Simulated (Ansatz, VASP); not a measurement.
**Li in VASP and in Ansatz**

```
CELL_PARAMETERS angstrom
5.57701 0.00000 0.00000
-2.78850 4.82983 0.00000
0.00000 0.00000 4.91298
ATOMIC_POSITIONS crystal
Li 0.45182 0.00000 0.25000
Li 0.00000 0.45182 0.25000
Li 0.54818 0.54818 0.25000
Li 0.54818 0.00000 0.75000
Li 0.00000 0.54818 0.75000
Li 0.45182 0.45182 0.75000
```

Alike in both runs: task single point; functional PBE; k mesh 6 × 6 × 4; occupations gaussian, width 0.1 eV; no spin polarisation.

|  | VASP | Ansatz |
| --- | --- | --- |
| version | VASP 6.6.1 | Ansatz 0.2.0 |
| potentials or method | VASP PAW PBE potentials, release 64 (Li_sv), cutoff 520 eV | scalar-relativistic, plane waves, PAW |
| valence electrons in the cell | 18 | 18 |

```csv
,VASP,Ansatz,Ansatz less VASP
gap on the k mesh at the Fermi level (eV),none,none,-
rms of the force components (eV/Å),0.233,0.232,-0.0010
```

Atom by atom the forces differ by 0.001 eV/Å (rms over components). A gap of «none» marks a metal or a gap that the smearing closes. The functional is the same, so the differences come from potentials, cutoffs and numerics.

Noted on VASP's run: the cutoff is short for stress, so the pressure is rough.
